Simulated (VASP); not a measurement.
Wanted: the native input for a VASP 6.6.1 run.

| Property | Result |
| --- | --- |
| Task | single point |
| Functional | PBE |
| Potentials or basis | VASP PAW PBE potentials, release 64 (Zn, C, Au, N) |
| Cutoff | 520 eV |
| k mesh | 4 × 4 × 4 |
| Occupations | gaussian, width 0.1 eV |
| Spin | no spin polarisation |
| Dipole correction | no |
| Further INCAR settings | ALGO = Normal; EDIFF = 1e-07; NBANDS = 40 |

The structure of ZnAuC4N4 lies in POSCAR:

```
ZnAuC4N4
1.0
    6.0122386656      0.0000000000      0.0000000000
    0.0000000000      6.0122386656      0.0000000000
    0.0000000000      0.0000000000      6.0122386656
Zn C Au N
1 4 1 4
Direct
    0.5000000000      0.5000000000      0.5000000000
    0.2000707192      0.2000707192      0.2000707192
    0.2000707192      0.7999292808      0.7999292808
    0.7999292808      0.2000707192      0.7999292808
    0.7999292808      0.7999292808      0.2000707192
    0.0000000000      0.0000000000      0.0000000000
    0.3121166765      0.3121166765      0.3121166765
    0.3121166765      0.6878833235      0.6878833235
    0.6878833235      0.3121166765      0.6878833235
    0.6878833235      0.6878833235      0.3121166765
```

One way to write it, as run:

INCAR

```
SYSTEM = ZnAuC4N4
PREC     = Accurate       ! precision mode
ENCUT    = 520            ! plane-wave cutoff, eV
EDIFF    = 1E-7           ! SCF threshold, eV
ISMEAR   = 0              ! smearing method
SIGMA    = 0.1            ! smearing width, eV
LREAL    = .False.        ! projectors in reciprocal space
LASPH    = .True.         ! aspherical terms in the spheres
NELM     = 60             ! most SCF steps
ALGO     = Normal         ! electronic algorithm
ISIF     = 2              ! what is computed and relaxed
LWAVE    = .False.        ! write WAVECAR
LCHARG   = .True.         ! write CHGCAR
GGA      = PE             ! functional
LELF     = .True.         ! ELF
LVHAR    = .True.       
NBANDS   = 40             ! bands
```

KPOINTS

```
Automatic mesh
0
Gamma
  4 4 4
  0 0 0
```

Potentials or basis: VASP PAW PBE potentials, release 64 (Zn, C, Au, N).

The run is started by

```console
$ cat potpaw_PBE.64/Zn/POTCAR potpaw_PBE.64/C/POTCAR potpaw_PBE.64/Au/POTCAR potpaw_PBE.64/N/POTCAR > POTCAR
$ mpirun -np 1 vasp_std > vasp.out
```

Results of the run:

| Quantity | Value |
| --- | --- |
| Pressure | 0.7 GPa |
| Largest force | 0.371 eV/Å |
| Band gap on the k mesh | zero (an odd number of electrons rules out a gap without spin polarisation) |

Caveat: spin-orbit coupling is left out, which moves the levels of the heavy elements; an odd number of electrons without spin polarisation forces a metal; a magnetic or distorted state may lie lower.

It took 2.9 min on 1 thread of Intel(R) Xeon(R) 6975P-C (Granite Rapids) (shared host), peak memory 0.37 GiB.
